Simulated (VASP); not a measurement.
BN:

```xyz
4
Lattice="2.5500 0.0000 0.0000 -1.2750 2.2084 0.0000 0.0000 0.0000 4.2100" Properties=species:S:1:pos:R:3 pbc="T T T"
B     0.0000    1.4722    0.0000
B     1.2750    0.7361    2.1050
N     0.0000    1.4722    1.5745
N     1.2750    0.7361    3.6795
```

- Program: VASP 6.6.1
- Task: relaxation of cell and atoms
- Functional: LDA
- Potentials or basis: VASP PAW LDA potentials, release 64 (B, N)
- Cutoff: 600 eV
- k mesh: 9 × 9 × 6
- Occupations: gaussian, width 0.1 eV
- Spin: no spin polarisation

At the start: pressure -10.6 GPa; volume 5.93 Å³/atom.

Q: Where does the relaxation end?

A: Over 3 steps the energy falls by 5.6 meV/atom and the volume is 5.77 Å³/atom (-2.7 %); space group P6_3mc (No. 186, to 0.1 Å) before and after.

The path:
```csv
step,energy change (eV),largest force (eV/Å),pressure (GPa),volume (Å³)
1,0.0000,0.0616,-10.61,23.71
2,0.0042,0.1388,12.61,22.39
3,-0.0222,0.0266,-0.09,23.06
```

Final structure:
```xyz
4
Lattice="2.5253 0.0000 0.0000 -1.2626 2.1870 0.0000 0.0000 0.0000 4.1764" Properties=species:S:1:pos:R:3 pbc="T T T"
B     0.0000    1.4580    4.1750
B     1.2626    0.7290    2.0868
N     0.0000    1.4580    1.5634
N     1.2626    0.7290    3.6515
```

Caveat: the relaxation stopped at a loose force limit of 0.05 eV/Å, so its end isn't a converged minimum.
